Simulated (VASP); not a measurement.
Here is a VASP 6.6.1 calculation.

File POSCAR:

```
Gd
1.0
    3.6360000000      0.0000000000      0.0000000000
   -1.8180000000      3.1488683682      0.0000000000
    0.0000000000      0.0000000000      5.7826000000
Gd
2
Direct
    0.6666666667      0.3333333333      0.7500000000
    0.3333333333      0.6666666667      0.2500000000
```

File INCAR.step1:

```
PREC = Accurate
ENCUT = 520
ISMEAR = -1
SIGMA = 0.05
LREAL = F
LASPH = T
NELM = 150
ISPIN = 2
MAGMOM = 7 7
LMAXMIX = 6
NBANDS = 29
GGA = PE
ALGO = Normal
EDIFF = 1E-4
LWAVE = T
LCHARG = F
```

INCAR.step2

```
PREC = Accurate
ENCUT = 520
EDIFF = 1E-6
ISMEAR = -1
SIGMA = 0.05
LREAL = F
LASPH = T
NELM = 150
ALGO = Normal
ISIF = 2
LWAVE = F
LCHARG = F
ISPIN = 2
MAGMOM = 7 7
LORBIT = 11
LMAXMIX = 6
METAGGA = R2SCAN
LMIXTAU = T
NBANDS = 29
ISTART = 1
```

The input KPOINTS:

```
regular mesh
0
Gamma
  8 8 5
```

Potentials or basis: VASP PAW PBE potentials, release 64 (Gd).

The run is started by

```bash
$ cat potpaw_PBE.64/Gd/POTCAR > POTCAR
$ cp INCAR.step1 INCAR
$ mpirun -np 1 vasp_std > vasp.out
$ cp INCAR.step2 INCAR
$ mpirun -np 1 vasp_std > vasp.out
```

Task: What does it give for the pressure?

Result: 0.8 GPa.

Task: Predict the site moments.

Result: Gd +7.09 μB.

Stress tensor (GPa, compression positive):
```
0.46 0.00 0.00
0.00 0.46 0.00
0.00 0.00 1.49
```

Caveat: the PAW data sets were made with another functional, which shifts forces and pressure a little. The state reached can hang on the start; a lower one may exist.
